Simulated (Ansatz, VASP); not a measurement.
**Two plane-wave programs on SiO2**

```xyz
6
Lattice="4.3107 0.0000 0.0000 0.0000 4.3107 0.0000 0.0000 0.0000 2.7489" Properties=species:S:1:pos:R:3 pbc="T T T"
Si    0.0000    0.0000    0.0000
Si    2.1554    2.1554    1.3745
O     1.3345    1.3345    0.0000
O     0.8209    3.4899    1.3745
O     3.4899    0.8209    1.3745
O     2.9763    2.9763    0.0000
```

Change from the starting cell: hydrostatic strain +3.0%.

Alike in both runs: task single point; functional PBE; k mesh 6 × 6 × 10; occupations fermi-dirac, width 0.02 eV; no spin polarisation.

```csv
,VASP,Ansatz
version,VASP 6.6.1,Ansatz 0.2.0
potentials or method,"VASP PAW PBE potentials, release 64 (Si, O)","plane waves, PAW"
plane-wave cutoff (eV),520,420
valence electrons in the cell,32,32
```

Ansatz gave:

| Quantity | Value |
| --- | --- |
| gap on the k mesh at the Fermi level (eV) | 4.18 |
| pressure (GPa) | -13.8 |
| traceless stress, the component that is largest in VASP (GPa) | -5.37 |
| rms of the force components (eV/Å) | 0.040 |

Task: What did VASP give for the same quantities?

Result: gap on the k mesh at the Fermi level (eV): 4.16; pressure (GPa): -13.7; traceless stress, the component that is largest in VASP (GPa): -4.97; rms of the force components (eV/Å): 0.048.

Atom by atom the forces differ by 0.008 eV/Å (rms over components).
